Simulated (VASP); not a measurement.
# Al8H in VASP: notebook

Al8H is run at these levels: PBEsol; tasks: single point.

Everything below comes from runs of VASP 6.6.1. Logs are shortened: lines on timing, memory, paths and dates and some standing lists are left out, and cuts for length are marked.

## 1. The cell of the first run

The cell holds a slab with vacuum, 9 atoms: a = 2.836 Å, b = 2.836 Å, c = 35.314 Å, α = 90.00°, β = 90.00°, γ = 120.00°.

## 2. Single point, PBEsol

INCAR reads:

```
SYSTEM = Al8H
  ALGO = Normal
  DIPOL = 0.5 0.5 0.495
  EDIFF = 1E-6
  ENCUT = 520
  GGA = PS
  IDIPOL = 3
  ISIF = 2
  ISMEAR = 0
  LASPH = .True.
  LCHARG = .True.
  LDIPOL = .True.
  LELF = .True.
  LREAL = .False.
  LVACPOTAV = .True.
  LVHAR = .True.
  LWAVE = .False.
  NBANDS = 22
  NELM = 60
  PREC = Accurate
  SIGMA = 0.1
```

KPOINTS reads:

```
k-points
0
Gamma
  12 12 1
  0 0 0
```

POSCAR reads:

```
Al8H
1.0
    2.8362844922      0.0000000000      0.0000000000
   -1.4181422461      2.4562944226      0.0000000000
    0.0000000000      0.0000000000     35.3137615421
Al H
8 1
Direct
    0.3333333333      0.6666666667      0.2406993656
    0.0000000000      0.0000000000      0.3066945262
    0.6666666667      0.3333333333      0.3726896867
    0.0000000000      0.0000000000      0.4386848473
    0.3333333333      0.6666666667      0.5039292234
    0.0000000000      0.0000000000      0.5702015639
    0.6666666667      0.3333333333      0.6362309482
    0.0000000000      0.0000000000      0.7118986692
    0.3333333333      0.6666666667      0.6723530058
```

Potentials or basis: VASP PAW PBE potentials, release 64 (Al, H).

The run is started by

```bash
> cat potpaw_PBE.64/Al/POTCAR potpaw_PBE.64/H/POTCAR > POTCAR
> mpirun -np 1 vasp_std > vasp.out
```

OUTCAR:

```text
SYSTEM = Al8H
   EDIFF = 1E-6
   ENCUT = 520
   GGA = PS
   ISIF = 2
   ISMEAR = 0
   LASPH = .True.
   LREAL = .False.
   NELM = 60
   PREC = Accurate

 ion  position               nearest neighbor table
   1  0.333  0.667  0.241-   2 2.85   2 2.85   2 2.85
   2  0.000  0.000  0.307-   3 2.85   3 2.85   3 2.85   1 2.85   1 2.85   1 2.85
   3  0.667  0.333  0.373-   2 2.85   2 2.85   2 2.85   4 2.85   4 2.85   4 2.85
   4  0.000  0.000  0.439-   5 2.83   5 2.83   5 2.83   3 2.85   3 2.85   3 2.85
   5  0.333  0.667  0.504-   4 2.83   4 2.83   4 2.83   6 2.86   6 2.86   6 2.86
   6  0.000  0.000  0.570-   7 2.85   7 2.85   7 2.85   5 2.86   5 2.86   5 2.86
   7  0.667  0.333  0.636-   9 2.08   9 2.08   9 2.08   6 2.85   6 2.85   6 2.85   8 3.13   8 3.13
                             8 3.13
   8  0.000  0.000  0.712-   7 3.13   7 3.13   7 3.13
   9  0.333  0.667  0.672-   7 2.08   7 2.08   7 2.08

  LATTYP: Found a hexagonal cell.
 ALAT       =     2.8362844922
 C/A-ratio  =    12.4507120633

  Lattice vectors:

 A1 = (   2.8362844922,   0.0000000000,   0.0000000000)
 A2 = (  -1.4181422461,   2.4562944226,   0.0000000000)
 A3 = (   0.0000000000,   0.0000000000,  35.3137615421)

Analysis of symmetry for initial positions (statically):
=====================================================================
 Subroutine PRICEL returns:
 Original cell was already a primitive cell.

 Routine SETGRP: Setting up the symmetry group for a
 hexagonal supercell.

 Subroutine GETGRP returns: Found  6 space group operations
 (whereof  6 operations were pure point group operations)
 out of a pool of 24 trial point group operations.

The static configuration has the point symmetry C_3v.

Analysis of symmetry for dynamics (positions and initial velocities):
=====================================================================
 Subroutine PRICEL returns:
 Original cell was already a primitive cell.

 Routine SETGRP: Setting up the symmetry group for a
 hexagonal supercell.

 Subroutine GETGRP returns: Found  6 space group operations
 (whereof  6 operations were pure point group operations)
 out of a pool of 24 trial point group operations.

The dynamic configuration has the point symmetry C_3v.

 Subroutine INISYM returns: Found  6 space group operations
 (whereof  6 operations are pure point group operations),
 and found     1 'primitive' translations

----------------------------------------------------------------------------------------

                                     Primitive cell

  volume of cell :     246.0221

  direct lattice vectors                    reciprocal lattice vectors
     2.836284492  0.000000000  0.000000000     0.352573941  0.203558659  0.000000000
    -1.418142246  2.456294423  0.000000000     0.000000000  0.407117319  0.000000000
     0.000000000  0.000000000 35.313761542     0.000000000  0.000000000  0.028317572

  length of vectors
     2.836284492  2.836284492 35.313761542     0.407117319  0.407117319  0.028317572

  position of ions in fractional coordinates (direct lattice)
     0.333333333  0.666666667  0.240699366
     0.000000000  0.000000000  0.306694526
     0.666666667  0.333333333  0.372689687
     0.000000000  0.000000000  0.438684847
     0.333333333  0.666666667  0.503929223
     0.000000000  0.000000000  0.570201564
     0.666666667  0.333333333  0.636230948
     0.000000000  0.000000000  0.711898669
     0.333333333  0.666666667  0.672353006

  ion indices of the primitive-cell ions
   primitive index   ion index
                 1           1
                 2           2
                 3           3
                 4           4
                 5           5
                 6           6
                 7           7
                 8           8
                 9           9

----------------------------------------------------------------------------------------

 KPOINTS: k-points

Automatic generation of k-mesh.
 Grid dimensions read from file:
 generate k-points for:   12   12    1

 Generating k-lattice:

  Cartesian coordinates                     Fractional coordinates (reciprocal lattice)
     0.029381162  0.016963222  0.000000000     0.083333333  0.000000000  0.000000000
     0.000000000  0.033926443  0.000000000     0.000000000  0.083333333  0.000000000
     0.000000000  0.000000000  0.028317572     0.000000000  0.000000000  1.000000000

  Length of vectors
     0.033926443  0.033926443  0.028317572

  Shift w.r.t. Gamma in fractional coordinates (k-lattice)
     0.000000000  0.000000000  0.000000000

 Subroutine IBZKPT returns following result:
 ===========================================

 Found     19 irreducible k-points:

 Following reciprocal coordinates:
            Coordinates               Weight
  0.000000  0.000000  0.000000      1.000000
  0.083333  0.000000  0.000000      6.000000
  0.166667  0.000000  0.000000      6.000000
  0.250000  0.000000  0.000000      6.000000
  0.333333  0.000000  0.000000      6.000000
  0.416667  0.000000  0.000000      6.000000
[... 11 lines left out ...]
  0.333333  0.250000  0.000000     12.000000
  0.333333  0.333333  0.000000      2.000000
   k-points           NKPTS =     19   k-points in BZ     NKDIM =     19   number of bands    NBANDS=     22
   number of dos      NEDOS =    301   number of ions     NIONS =      9
   total plane-waves  NPLWV = 155520
   dimension x,y,z NGX =    24 NGY =   24 NGZ =  270
   dimension x,y,z NGXF=    48 NGYF=   48 NGZF=  540
   ions per type =               8   1
   NGX,Y,Z   is equivalent  to a cutoff of  14.07, 14.07, 12.71 a.u.
   NGXF,Y,Z  is equivalent  to a cutoff of  28.13, 28.13, 25.42 a.u.
 SYSTEM =  Al8H
   PREC   = accura    normal or accurate (medium, high low for compatibility)
   ISTART =      0    job   : 0-new  1-cont  2-samecut
   ICHARG =      2    charge: 1-file 2-atom 10-const
   ISPIN  =      1    spin polarized calculation?
   LNONCOLLINEAR =      F non collinear calculations
   LSORBIT =      F    spin-orbit coupling
   LASPH  =      T    aspherical Exc in radial PAW
   ENCUT  =  520.0 eV  38.22 Ry    6.18 a.u.   5.27  5.27 65.66*2*pi/ulx,y,z
   NELM   =     60;   NELMIN=  2; NELMDL= -5     # of ELM steps
   EDIFF  = 0.1E-05   stopping-criterion for ELM
   LREAL  =      F    real-space projection
   EDIFFG = 0.1E-04   stopping-criterion for IOM
   NSW    =      0    number of steps for IOM
   IBRION =     -1    ionic relax: 0-MD 1-quasi-New 2-CG
   NFREE  =      0    steps in history (QN), initial steepest desc. (CG)
   ISIF   =      2    stress and relaxation
   ISYM   =      2    0-nonsym 1-usesym 2-fastsym
   POTIM  = 0.5000    time-step for ionic-motion
   TEBEG  =    0.0;   TEEND  =   0.0 temperature during run
   PSTRESS=    0.0 pullay stress
   NELECT =      25.0000    total number of electrons
   NUPDOWN=      -1.0000    fix difference up-down
   EMIN   =  10.00;   EMAX   =-10.00  energy-range for DOS
   EFERMI =   0.00;   METHOD = LEGACY
   ISMEAR =     0;   SIGMA  =   0.10  broadening in eV -4-tet -1-fermi 0-gaus
   EFERMI_NEDOS =   21; number of points for ismear=-14 and -15
   IALGO  =     38    algorithm
   IMIX   =      4    mixing-type and parameters
     AMIX     =   0.40;   BMIX     =  1.00
     AMIX_MAG =   1.60;   BMIX_MAG =  1.00
  volume/ion in A,a.u.               =      27.34       184.47
  Fermi-wavevector in a.u.,A,eV,Ry     =   0.763947  1.443651  7.940572  0.583616
  Thomas-Fermi vector in A             =   1.863741
   LORBIT       =      0    0 simple, 1 ext, 2 COOP (PROOUT), +10 PAW based schemes
   GGA     = PS    functional components
   LHFCALC =     F    Hartree Fock is set to
   AEXX    =    0.0000 exact exchange contribution
   IVDW    =     0    specifies the selected vdW correction
   LEPSILON=     F    determine dielectric tensor
   LRPA    =     F    only Hartree local field effects (RPA)
 non-spin polarized calculation
 Gauss-broadening in eV      SIGMA  =   0.10
  energy-cutoff  :      520.00
  volume of cell :      246.02
 maximum number of plane-waves:      6671
 NGX is ok and might be reduce to    24
   NGX = 11   NGY = 11   NGZ =131

 dipolmoment           0.000000      0.000000      0.086721 electrons x Angstroem

 number of electron      25.0000000 magnetization

 dipolmoment           0.000000      0.000000     -0.008042 electrons x Angstroem

 Free energy of the ion-electron system (eV)
  ---------------------------------------------------
  ext. energy  EPLUGINS =         0.00000000
  ---------------------------------------------------
  free energy    TOTEN  =       -34.54815436 eV

  energy without entropy =      -34.52440835  energy(sigma->0) =      -34.53628136

 E-fermi :   2.5531     XC(G=0):  -6.0846

 val. band max:        2.5496446615   @ k =   0.3333   0.1667   0.0000
 cond. band min:       2.5561995428   @ k =   0.4167   0.0000   0.0000
 fundamental gap:      0.0065548814
 Fermi energy:         2.5531054307

 k-point     1 :       0.0000    0.0000    0.0000
  band No.  band energies     occupation
      1      -9.3627      2.00000
      2      -8.5463      2.00000
      3      -8.0942      2.00000
      4      -7.4206      2.00000
      5      -6.5475      2.00000
      6      -5.5037      2.00000
[... 14 lines left out ...]
     21      10.3416      0.00000
     22      11.6254      0.00000

 k-point     2 :       0.0833    0.0000    0.0000
  band No.  band energies     occupation
      1      -9.1988      2.00000
      2      -8.3765      2.00000
      3      -7.9251      2.00000
      4      -7.2524      2.00000
      5      -6.3800      2.00000
      6      -5.3366      2.00000
[... 14 lines left out ...]
     21      10.3883      0.00000
     22      10.4582      0.00000
[... 398 lines left out ...]
     21       4.2009      0.00000
     22       4.6323      0.00000

 k-point    19 :       0.3333    0.3333    0.0000
  band No.  band energies     occupation
      1      -3.5971      2.00000
      2      -0.7923      2.00000
      3      -0.6653      2.00000
      4      -0.6170      2.00000
      5      -0.5427      2.00000
      6      -0.3808      2.00000
[... 14 lines left out ...]
     21       3.7557      0.00000
     22       4.3421      0.00000

------------------------ aborting loop because EDIFF is reached ----------------------------------------

  FORCE on cell =-STRESS in cart. coord.  units (eV):
  Direction    XX          YY          ZZ          XY          YZ          ZX
  --------------------------------------------------------------------------------------
  -------------------------------------------------------------------------------------
  Total       -1.1809548     -1.1809548     -0.0506671     -0.0000000      0.0000000     -0.0000000
  in kB       -7.6907671     -7.6907671     -0.3299607     -0.0000000      0.0000000     -0.0000000
  external PRESSURE =      -5.2371650 kB  Pullay stress =       0.0000000 kB

 VOLUME and BASIS-vectors are now :
 -----------------------------------------------------------------------------
  energy-cutoff  :      520.00
  volume of cell :      246.02
      direct lattice vectors                 reciprocal lattice vectors
     2.836284492  0.000000000  0.000000000     0.352573941  0.203558659  0.000000000
    -1.418142246  2.456294423  0.000000000     0.000000000  0.407117319  0.000000000
     0.000000000  0.000000000 35.313761542     0.000000000  0.000000000  0.028317572

 POSITION                                       TOTAL-FORCE (eV/Angst)
 -----------------------------------------------------------------------------------
     -0.00000      1.63753      8.50000        -0.000000     -0.000000     -0.023226
      0.00000      0.00000     10.83054        -0.000000     -0.000000      0.059870
      1.41814      0.81876     13.16107         0.000000     -0.000000     -0.029182
      0.00000      0.00000     15.49161         0.000000     -0.000000     -0.010036
     -0.00000      1.63753     17.79564        -0.000000     -0.000000     -0.000446
      0.00000      0.00000     20.13596        -0.000000      0.000000      0.004495
      1.41814      0.81876     22.46771        -0.000000     -0.000000     -0.001955
      0.00000      0.00000     25.13982         0.000000     -0.000000      0.001081
     -0.00000      1.63753     23.74331        -0.000000      0.000000     -0.000601
 -----------------------------------------------------------------------------------
    total drift:                                0.000000     -0.000000      0.000092

  FREE ENERGIE OF THE ION-ELECTRON SYSTEM (eV)
  ---------------------------------------------------
  free  energy   TOTEN  =       -34.5481543623 eV

  energy  without entropy=      -34.5244083531  energy(sigma->0) =      -34.53628136

 vacuum level on the upper side and lower side of the slab         6.445         6.655
```

Run time: 2.3 min. Hardware: 1 thread of Intel Xeon 6975P-C (Granite Rapids), shared host; peak memory 0.4 GiB.

Results:

- Free energy: -34.5482 eV
- Largest force: 0.060 eV/Å

Forces on the atoms (eV/Å):
```
Al   0.000  0.000 -0.023
Al   0.000  0.000  0.060
Al   0.000  0.000 -0.029
Al   0.000  0.000 -0.010
Al   0.000  0.000  0.000
Al   0.000  0.000  0.004
Al   0.000  0.000 -0.002
Al   0.000  0.000  0.001
H    0.000  0.000 -0.001
```

Levels at points of the mesh, in eV from the Fermi level:
```tsv
k point	band 9	band 10	band 11	band 12	band 13	band 14	band 15	band 16
(0.00, 0.00, 0.00)	-4.50	-2.88	-1.20	0.47	1.97	3.21	3.81	4.47
(0.50, 0.00, 0.00)	-3.14	-2.96	-2.22	-2.14	-1.11	-0.89	-0.11	0.41
```

Caveat: the PAW data sets were made with another functional, which shifts forces and pressure a little.

[end of part 1 of 2]
